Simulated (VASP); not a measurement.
# Mg2CdSe3 (P-3m1) in VASP: notebook

Mg2CdSe3 is run at these levels: PBE; tasks: single point, relaxation of cell and atoms.

Program: VASP 6.6.1. These are calculated values, not measurements. Logs are shortened: lines on timing, memory, paths and dates and some standing lists are left out, and cuts for length are marked.

## (1) The cell of the first run

Symmetry: P-3m1, No. 164, trigonal system. Conventional cell: a = 3.958 Å, b = 3.958 Å, c = 9.683 Å, α = 90.00°, β = 90.00°, γ = 120.00°. Mg (site symmetry 3m) has 6 Se at 2.77 Å within 3.7 Å. Within 3.8 Å of Cd (site symmetry -3m) lie 6 Se at 2.85 Å. Within 3.7 Å of Se (site symmetry -3m) lie 6 Mg at 2.77 Å. Se (site symmetry 3m) has 3 Mg at 2.77 Å and 3 Cd at 2.85 Å within 3.7 Å.

## (2) Single point, PBE

INCAR

```
SYSTEM = Mg2CdSe3
  PREC = Accurate
  ENCUT = 520
  EDIFF = 1E-6
  ISMEAR = 0
  SIGMA = 0.1
  LREAL = .FALSE.
  LASPH = .TRUE.
  NELM = 60
  ALGO = Normal
  ISIF = 2
  LWAVE = .FALSE.
  LCHARG = .FALSE.
  GGA = PE
  NBANDS = 26
```

KPOINTS

```
Automatic mesh
0
G
  6 6 2
  0 0 0
```

POSCAR

```
Mg2CdSe3
1.0
    3.9576358874      0.0000000000      0.0000000000
   -1.9788179437      3.4274132174      0.0000000000
    0.0000000000      0.0000000000      9.6832898151
Mg Cd Se
2 1 3
Direct
    0.3333333333      0.6666666667      0.6625041414
    0.6666666667      0.3333333333      0.3374958586
    0.0000000000      0.0000000000      0.0000000000
    0.0000000000      0.0000000000      0.5000000000
    0.3333333333      0.6666666667      0.1758310229
    0.6666666667      0.3333333333      0.8241689771
```

Potentials or basis: VASP PAW PBE potentials, release 64 (Mg, Cd, Se).

Started as:

```sh
> cat potpaw_PBE.64/Mg/POTCAR potpaw_PBE.64/Cd/POTCAR potpaw_PBE.64/Se/POTCAR > POTCAR
> mpirun -np 1 vasp_std > vasp.out
```

OUTCAR:

```text
SYSTEM = Mg2CdSe3
   PREC = Accurate
   ENCUT = 520
   EDIFF = 1E-6
   ISMEAR = 0
   LREAL = .FALSE.
   LASPH = .TRUE.
   NELM = 60
   ISIF = 2
   GGA = PE

 ion  position               nearest neighbor table
   1  0.333  0.667  0.663-   6 2.77   6 2.77   6 2.77   4 2.77   4 2.77   4 2.77
   2  0.667  0.333  0.337-   5 2.77   5 2.77   5 2.77   4 2.77   4 2.77   4 2.77
   3  0.000  0.000  0.000-   5 2.85   6 2.85   5 2.85   6 2.85   6 2.85   5 2.85
   4  0.000  0.000  0.500-   1 2.77   2 2.77   1 2.77   2 2.77   2 2.77   1 2.77
   5  0.333  0.667  0.176-   2 2.77   2 2.77   2 2.77   3 2.85   3 2.85   3 2.85
   6  0.667  0.333  0.824-   1 2.77   1 2.77   1 2.77   3 2.85   3 2.85   3 2.85

  LATTYP: Found a hexagonal cell.
 ALAT       =     3.9576358874
 C/A-ratio  =     2.4467359026

  Lattice vectors:

 A1 = (   3.9576358874,   0.0000000000,   0.0000000000)
 A2 = (  -1.9788179437,   3.4274132174,   0.0000000000)
 A3 = (   0.0000000000,   0.0000000000,   9.6832898151)

Analysis of symmetry for initial positions (statically):
=====================================================================
 Subroutine PRICEL returns:
 Original cell was already a primitive cell.

 Routine SETGRP: Setting up the symmetry group for a
 hexagonal supercell.

 Subroutine GETGRP returns: Found 12 space group operations
 (whereof 12 operations were pure point group operations)
 out of a pool of 24 trial point group operations.

The static configuration has the point symmetry D_3d.

Analysis of symmetry for dynamics (positions and initial velocities):
=====================================================================
 Subroutine PRICEL returns:
 Original cell was already a primitive cell.

 Routine SETGRP: Setting up the symmetry group for a
 hexagonal supercell.

 Subroutine GETGRP returns: Found 12 space group operations
 (whereof 12 operations were pure point group operations)
 out of a pool of 24 trial point group operations.

The dynamic configuration has the point symmetry D_3d.

 Subroutine INISYM returns: Found 12 space group operations
 (whereof 12 operations are pure point group operations),
 and found     1 'primitive' translations

----------------------------------------------------------------------------------------

                                     Primitive cell

  volume of cell :     131.3485

  direct lattice vectors                    reciprocal lattice vectors
     3.957635887  0.000000000  0.000000000     0.252676100  0.145882614  0.000000000
    -1.978817944  3.427413217  0.000000000     0.000000000  0.291765228  0.000000000
     0.000000000  0.000000000  9.683289815     0.000000000  0.000000000  0.103270688

  length of vectors
     3.957635887  3.957635887  9.683289815     0.291765228  0.291765228  0.103270688

  position of ions in fractional coordinates (direct lattice)
     0.333333333  0.666666667  0.662504141
     0.666666667  0.333333333  0.337495859
     0.000000000  0.000000000  0.000000000
     0.000000000  0.000000000  0.500000000
     0.333333333  0.666666667  0.175831023
     0.666666667  0.333333333  0.824168977

  ion indices of the primitive-cell ions
   primitive index   ion index
                 1           1
                 2           2
                 3           3
                 4           4
                 5           5
                 6           6

----------------------------------------------------------------------------------------

 KPOINTS: Automatic mesh

Automatic generation of k-mesh.
 Grid dimensions read from file:
 generate k-points for:    6    6    2

 Generating k-lattice:

  Cartesian coordinates                     Fractional coordinates (reciprocal lattice)
     0.042112683  0.024313769  0.000000000     0.166666667 -0.000000000  0.000000000
     0.000000000  0.048627538  0.000000000     0.000000000  0.166666667  0.000000000
     0.000000000  0.000000000  0.051635344     0.000000000  0.000000000  0.500000000

  Length of vectors
     0.048627538  0.048627538  0.051635344

  Shift w.r.t. Gamma in fractional coordinates (k-lattice)
     0.000000000  0.000000000  0.000000000

 Subroutine IBZKPT returns following result:
 ===========================================

 Found     14 irreducible k-points:

 Following reciprocal coordinates:
            Coordinates               Weight
  0.000000  0.000000  0.000000      1.000000
  0.166667  0.000000  0.000000      6.000000
  0.333333  0.000000  0.000000      6.000000
  0.500000  0.000000  0.000000      3.000000
  0.166667  0.166667  0.000000      6.000000
  0.333333  0.166667  0.000000     12.000000
  0.333333  0.333333  0.000000      2.000000
  0.000000  0.000000  0.500000      1.000000
  0.166667  0.000000  0.500000      6.000000
  0.333333  0.000000  0.500000      6.000000
  0.500000  0.000000  0.500000      3.000000
  0.166667  0.166667  0.500000      6.000000
  0.333333  0.166667  0.500000     12.000000
  0.333333  0.333333  0.500000      2.000000
   k-points           NKPTS =     14   k-points in BZ     NKDIM =     14   number of bands    NBANDS=     26
   number of dos      NEDOS =    301   number of ions     NIONS =      6
   total plane-waves  NPLWV =  64800
   dimension x,y,z NGX =    30 NGY =   30 NGZ =   72
   dimension x,y,z NGXF=    60 NGYF=   60 NGZF=  144
   ions per type =               2   1   3
   NGX,Y,Z   is equivalent  to a cutoff of  12.60, 12.60, 12.36 a.u.
   NGXF,Y,Z  is equivalent  to a cutoff of  25.20, 25.20, 24.72 a.u.
 SYSTEM =  Mg2CdSe3
   PREC   = accura    normal or accurate (medium, high low for compatibility)
   ISTART =      0    job   : 0-new  1-cont  2-samecut
   ICHARG =      2    charge: 1-file 2-atom 10-const
   ISPIN  =      1    spin polarized calculation?
   LNONCOLLINEAR =      F non collinear calculations
   LSORBIT =      F    spin-orbit coupling
   LASPH  =      T    aspherical Exc in radial PAW
   ENCUT  =  520.0 eV  38.22 Ry    6.18 a.u.   7.36  7.36 18.00*2*pi/ulx,y,z
   NELM   =     60;   NELMIN=  2; NELMDL= -5     # of ELM steps
   EDIFF  = 0.1E-05   stopping-criterion for ELM
   LREAL  =      F    real-space projection
   EDIFFG = 0.1E-04   stopping-criterion for IOM
   NSW    =      0    number of steps for IOM
   IBRION =     -1    ionic relax: 0-MD 1-quasi-New 2-CG
   NFREE  =      0    steps in history (QN), initial steepest desc. (CG)
   ISIF   =      2    stress and relaxation
   ISYM   =      2    0-nonsym 1-usesym 2-fastsym
   POTIM  = 0.5000    time-step for ionic-motion
   TEBEG  =    0.0;   TEEND  =   0.0 temperature during run
   PSTRESS=    0.0 pullay stress
   NELECT =      34.0000    total number of electrons
   NUPDOWN=      -1.0000    fix difference up-down
   EMIN   =  10.00;   EMAX   =-10.00  energy-range for DOS
   EFERMI =   0.00;   METHOD = LEGACY
   ISMEAR =     0;   SIGMA  =   0.10  broadening in eV -4-tet -1-fermi 0-gaus
   EFERMI_NEDOS =   21; number of points for ismear=-14 and -15
   IALGO  =     38    algorithm
   IMIX   =      4    mixing-type and parameters
     AMIX     =   0.40;   BMIX     =  1.00
     AMIX_MAG =   1.60;   BMIX_MAG =  1.00
  volume/ion in A,a.u.               =      21.89       147.73
  Fermi-wavevector in a.u.,A,eV,Ry     =   1.043340  1.971628 14.810749  1.088559
  Thomas-Fermi vector in A             =   2.178045
   LORBIT       =      0    0 simple, 1 ext, 2 COOP (PROOUT), +10 PAW based schemes
   GGA     = PE    functional components
   LHFCALC =     F    Hartree Fock is set to
   AEXX    =    0.0000 exact exchange contribution
   IVDW    =     0    specifies the selected vdW correction
   LEPSILON=     F    determine dielectric tensor
   LRPA    =     F    only Hartree local field effects (RPA)
 non-spin polarized calculation
 Gauss-broadening in eV      SIGMA  =   0.10
  energy-cutoff  :      520.00
  volume of cell :      131.35
 maximum number of plane-waves:      3595
 NGX is ok and might be reduce to    30

 number of electron      33.9999992 magnetization

 Free energy of the ion-electron system (eV)
  ---------------------------------------------------
  ext. energy  EPLUGINS =         0.00000000
  ---------------------------------------------------
  free energy    TOTEN  =       -20.08910729 eV

  energy without entropy =      -20.08910729  energy(sigma->0) =      -20.08910729

 E-fermi :   3.1363     XC(G=0):  -9.5849

 val. band max:        2.7020325980   @ k =   0.0000   0.0000   0.5000
 cond. band min:       3.5601600396   @ k =   0.5000   0.0000   0.0000
 fundamental gap:      0.8581274416
 Fermi energy:         3.1362896438

 k-point     1 :       0.0000    0.0000    0.0000
  band No.  band energies     occupation
      1     -10.0895      2.00000
      2      -9.4161      2.00000
      3      -9.3519      2.00000
      4      -5.1926      2.00000
      5      -5.1926      2.00000
      6      -5.1335      2.00000
[... 18 lines left out ...]
     25       9.5250      0.00000
     26      10.3830      0.00000

 k-point     2 :       0.1667    0.0000    0.0000
  band No.  band energies     occupation
      1      -9.9037      2.00000
      2      -9.3290      2.00000
      3      -9.2294      2.00000
      4      -5.1731      2.00000
      5      -5.1638      2.00000
      6      -5.0872      2.00000
[... 18 lines left out ...]
     25       9.8336      0.00000
     26      10.1525      0.00000

 k-point     3 :       0.3333    0.0000    0.0000
  band No.  band energies     occupation
      1      -9.4563      2.00000
      2      -9.1459      2.00000
      3      -8.9863      2.00000
      4      -5.1483      2.00000
      5      -5.1456      2.00000
      6      -5.0279      2.00000
[... 282 lines left out ...]
 k-point    13 :       0.3333    0.1667    0.5000
  band No.  band energies     occupation
      1      -9.1399      2.00000
      2      -9.0901      2.00000
      3      -8.8781      2.00000
      4      -5.1292      2.00000
      5      -5.1100      2.00000
      6      -5.0134      2.00000
[... 18 lines left out ...]
     25       9.7678      0.00000
     26       9.8489      0.00000

 k-point    14 :       0.3333    0.3333    0.5000
  band No.  band energies     occupation
      1      -8.9893      2.00000
      2      -8.9893      2.00000
      3      -8.8805      2.00000
      4      -5.0597      2.00000
      5      -5.0597      2.00000
      6      -4.9839      2.00000
[... 18 lines left out ...]
     25      10.5088      0.00000
     26      10.5088      0.00000

------------------------ aborting loop because EDIFF is reached ----------------------------------------

  FORCE on cell =-STRESS in cart. coord.  units (eV):
  Direction    XX          YY          ZZ          XY          YZ          ZX
  --------------------------------------------------------------------------------------
  -------------------------------------------------------------------------------------
  Total       -0.0821140     -0.0821140     -0.0244002      0.0000000      0.0000000      0.0000000
  in kB       -1.0016195     -1.0016195     -0.2976314      0.0000000      0.0000000      0.0000000
  external PRESSURE =      -0.7669568 kB  Pullay stress =       0.0000000 kB

 VOLUME and BASIS-vectors are now :
 -----------------------------------------------------------------------------
  energy-cutoff  :      520.00
  volume of cell :      131.35
      direct lattice vectors                 reciprocal lattice vectors
     3.957635887  0.000000000  0.000000000     0.252676100  0.145882614  0.000000000
    -1.978817944  3.427413217  0.000000000     0.000000000  0.291765228  0.000000000
     0.000000000  0.000000000  9.683289815     0.000000000  0.000000000  0.103270688

 POSITION                                       TOTAL-FORCE (eV/Angst)
 -----------------------------------------------------------------------------------
     -0.00000      2.28494      6.41522        -0.000000      0.000000      0.025048
      1.97882      1.14247      3.26807        -0.000000     -0.000000     -0.025048
      0.00000      0.00000      0.00000        -0.000000      0.000000      0.000000
      0.00000      0.00000      4.84164        -0.000000      0.000000      0.000000
     -0.00000      2.28494      1.70262        -0.000000      0.000000      0.047094
      1.97882      1.14247      7.98067         0.000000     -0.000000     -0.047094
 -----------------------------------------------------------------------------------
    total drift:                               -0.000000     -0.000000     -0.000000

  FREE ENERGIE OF THE ION-ELECTRON SYSTEM (eV)
  ---------------------------------------------------
  free  energy   TOTEN  =       -20.0891072859 eV

  energy  without entropy=      -20.0891072858  energy(sigma->0) =      -20.08910729
```

It took 27 s on 1 thread of AMD EPYC 9R45 (Zen 5), shared host; peak memory 0.23 GiB.

What came out:

* Free energy: -20.0891 eV
* Pressure: -0.1 GPa
* Largest force: 0.047 eV/Å
* Band gap on the k mesh: 0.86 eV (least direct gap 1.50 eV)

Forces on the atoms (eV/Å):
```
Mg   0.000  0.000  0.025
Mg   0.000  0.000 -0.025
Cd   0.000  0.000  0.000
Se   0.000  0.000  0.000
Se   0.000  0.000  0.047
Se   0.000  0.000 -0.047
```

Levels at points of the mesh, in eV from the valence-band top:
```tsv
k point	band 13	band 14	band 15	band 16	band 17	band 18	band 19	band 20	band 21	band 22
(0.00, 0.00, 0.00)	-0.21	-0.21	-0.20	-0.10	-0.10	1.50	3.64	3.67	6.24	6.24
(0.50, 0.00, 0.00)	-1.81	-1.61	-1.26	-1.01	-0.64	0.86	3.66	3.94	4.65	5.15
(0.00, 0.00, 0.50)	-0.59	-0.37	-0.37	0.00	0.00	2.89	3.25	3.52	5.76	5.76
(0.50, 0.00, 0.50)	-2.37	-1.56	-1.54	-0.34	-0.31	1.69	2.47	3.49	5.14	5.76
```

## (3) Single point, PBE

This run uses another cell than the first one, of 23.79 Å³/atom.

Edit INCAR of step 2 so:

```diff
@@ -8,3 +8,3 @@
   LASPH = .TRUE.
-  NELM = 60
+  NELM = 80
   ALGO = Normal
```

KPOINTS

```
regular mesh
0
G
  6 6 2
  0 0 0
```

POSCAR

```
Mg2CdSe3
1.0
    4.0675907000      0.0000000000      0.0000000000
   -2.0337953500      3.5226368800      0.0000000000
    0.0000000000      0.0000000000      9.9635217100
Mg Cd Se
2 1 3
Direct
    0.3333333300      0.6666666700      0.6666666700
    0.6666666700      0.3333333300      0.3333333300
    0.0000000000      0.0000000000      0.0000000000
    0.0000000000      0.0000000000      0.5000000000
    0.3333333300      0.6666666700      0.1666666700
    0.6666666700      0.3333333300      0.8333333300
```

Potentials or basis: VASP PAW PBE potentials, release 64 (Mg, Cd, Se).

Started as:

```sh
> cat potpaw_PBE.64/Mg/POTCAR potpaw_PBE.64/Cd/POTCAR potpaw_PBE.64/Se/POTCAR > POTCAR
> mpirun -np 1 vasp_std > vasp.out
```

Run time: 30 s. Hardware: 1 thread of AMD EPYC 9R45 (Zen 5), shared host; peak memory 0.24 GiB.

Results (log left out):

- Free energy: -19.8831 eV
- Pressure: -4.1 GPa
- Largest force: 0.434 eV/Å
- Band gap on the k mesh: 0.81 eV (least direct gap 1.17 eV)

Forces in eV/Å, atoms in the order of the input:
```
Mg   0.000  0.000 -0.050
Mg   0.000  0.000  0.050
Cd   0.000  0.000  0.000
Se   0.000  0.000  0.000
Se   0.000  0.000  0.434
Se   0.000  0.000 -0.434
```

Stress tensor (GPa, compression positive):
```
-4.04  0.00  0.00
 0.00 -4.04  0.00
 0.00  0.00 -4.17
```

Levels at points of the mesh, in eV from the valence-band top:
```csv
k point,band 13,band 14,band 15,band 16,band 17,band 18,band 19,band 20,band 21,band 22
"(0.00, 0.00, 0.00)",-0.18,-0.18,-0.18,-0.07,-0.07,1.09,3.44,3.50,6.06,6.06
"(0.50, 0.00, 0.00)",-1.62,-1.46,-1.07,-0.88,-0.50,0.81,3.62,3.79,4.69,5.12
"(0.00, 0.00, 0.50)",-0.40,-0.33,-0.33,0.00,0.00,2.49,2.86,3.44,5.68,5.68
"(0.50, 0.00, 0.50)",-2.12,-1.45,-1.26,-0.26,-0.26,1.62,2.32,3.43,5.16,5.68
```

Caveat: the cell stands under tension. A k mesh can miss the band edges.

## (4) Single point, PBE

This run uses another cell than the first one: it holds 12 atoms, not 6.

Edit INCAR of step 3 so:

```diff
@@ -8,3 +8,3 @@
   LASPH = .TRUE.
-  NELM = 80
+  NELM = 100
   ALGO = Normal
@@ -14,2 +14,2 @@
   GGA = PE
-  NBANDS = 26
+  NBANDS = 46
```

KPOINTS

```
Automatic mesh
0
G
  6 6 1
  0 0 0
```

POSCAR

```
Mg2CdSe3
1.0
    3.9535401492      0.0000000000      0.0000000000
   -1.9767700746      3.4238662040      0.0000000000
    0.0000000000      0.0000000000     19.3716585164
Mg Cd Se
4 2 6
Direct
    0.3333333333      0.6666666667      0.3314038050
    0.3333333333      0.6666666667      0.8314038050
    0.6666666667      0.3333333333      0.1685961950
    0.6666666667      0.3333333333      0.6685961950
    1.0000000000      0.0000000000      0.0000000000
    0.0000000000      0.0000000000      0.5000000000
    0.0000000000      0.0000000000      0.2500000000
    0.0000000000      0.0000000000      0.7500000000
    0.3333333333      0.6666666667      0.0879064573
    0.3333333333      0.6666666667      0.5879064573
    0.6666666667      0.3333333333      0.4120935427
    0.6666666667      0.3333333333      0.9120935427
```

Started as:

```sh
> cat potpaw_PBE.64/Mg/POTCAR potpaw_PBE.64/Cd/POTCAR potpaw_PBE.64/Se/POTCAR > POTCAR
> mpirun -np 1 vasp_std > vasp.out
```

It took 67 s on 1 thread of AMD EPYC 9R45 (Zen 5), shared host; peak memory 0.35 GiB.

The run converged. Its results:

* Free energy: -40.1785 eV
* Pressure: 0.0 GPa
* Largest force: 0.043 eV/Å
* Band gap on the k mesh: 0.86 eV

Forces in eV/Å, atoms in the order of the input:
```
Mg   0.000  0.000  0.002
Mg   0.000  0.000  0.002
Mg   0.000  0.000 -0.002
Mg   0.000  0.000 -0.002
Cd   0.000  0.000  0.000
Cd   0.000  0.000  0.000
Se   0.000  0.000  0.000
Se   0.000  0.000  0.000
Se   0.000  0.000  0.043
Se   0.000  0.000  0.043
Se   0.000  0.000 -0.043
Se   0.000  0.000 -0.043
```

Levels at points of the mesh, in eV from the valence-band top:
```
           k point  band 32  band 33  band 34  band 35  band 36  band 37
(0.00, 0.00, 0.00)    -0.10     0.00     0.00     1.51     2.90     3.27
(0.50, 0.00, 0.00)    -0.65    -0.34    -0.32     0.86     1.69     2.48
```

A k mesh can miss the band edges.

(Continued in part 2 of 2.)
